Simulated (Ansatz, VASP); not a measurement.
## Pt: VASP beside Ansatz

```
CELL_PARAMETERS angstrom
2.70441 0.00000 0.00000
0.00000 2.70441 0.00000
0.00000 0.00000 2.70441
ATOMIC_POSITIONS crystal
Pt 0.00000 0.00000 0.00000
```

Alike in both runs: task single point; functional r2SCAN; k mesh 14 × 14 × 14; occupations fermi-dirac, width 0.1 eV; no spin polarisation.

|  | VASP | Ansatz |
| --- | --- | --- |
| version | VASP 6.6.1 | Ansatz 0.2.0 |
| potentials or method | VASP PAW PBE potentials, release 64 (Pt), cutoff 550 eV | plane waves (500 eV) with PAW, scalar-relativistic |
| valence electrons in the cell | 10 | 18 |

Ansatz gave:

* pressure (GPa): -16.9

What did VASP give for the same quantities?

Pressure (GPa): -16.6.

VASP's potentials were made for PBE, not for r2SCAN. VASP's potentials hold 10 valence electrons a cell and Ansatz's 18, so a difference there can come from the potentials and not from the codes.

Neither program's run includes spin-orbit coupling.
